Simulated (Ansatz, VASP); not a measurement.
# Hf: VASP beside Ansatz

```
Hf
1.0
     3.20481    0.00000    0.00000
     0.00000    5.06716    0.00000
     0.00000    0.00000   30.80237
Hf
12
Direct
  0.00000 0.00000 0.26333
  0.50000 0.00000 0.34907
  0.50000 0.50000 0.29154
  0.00000 0.00000 0.43967
  0.00000 0.50000 0.38009
  0.50000 0.00000 0.53014
  0.50000 0.50000 0.46986
  0.00000 0.00000 0.61991
  0.00000 0.50000 0.56033
  0.50000 0.00000 0.70846
  0.50000 0.50000 0.65093
  0.00000 0.50000 0.73667
```

Alike in both runs: functional PBE; k mesh 10 × 7 × 1; no spin polarisation.

Ansatz relaxed the structure, and its values are those at the end. VASP's run is a single point on that final structure, the one shown.

|  | VASP | Ansatz |
| --- | --- | --- |
| version | VASP 6.6.1 | Ansatz 0.2.0 |
| potentials or method | VASP PAW PBE potentials, release 64 (Hf_pv) | plane-wave PAW, scalar-relativistic |
| plane-wave cutoff (eV) | 400 | 420 |
| occupations | methfessel-paxton of order 1, width 0.1 eV | cold, width 0.1 eV |
| valence electrons in the cell | 120 | 312 |

```csv
,VASP,Ansatz,Ansatz less VASP
rms of the force components (eV/Å),0.013,0.001,-0.0114
```

VASP's potentials hold 120 valence electrons a cell and Ansatz's 312, so a difference there can come from the potentials and not from the codes.

Neither program's run includes spin-orbit coupling.
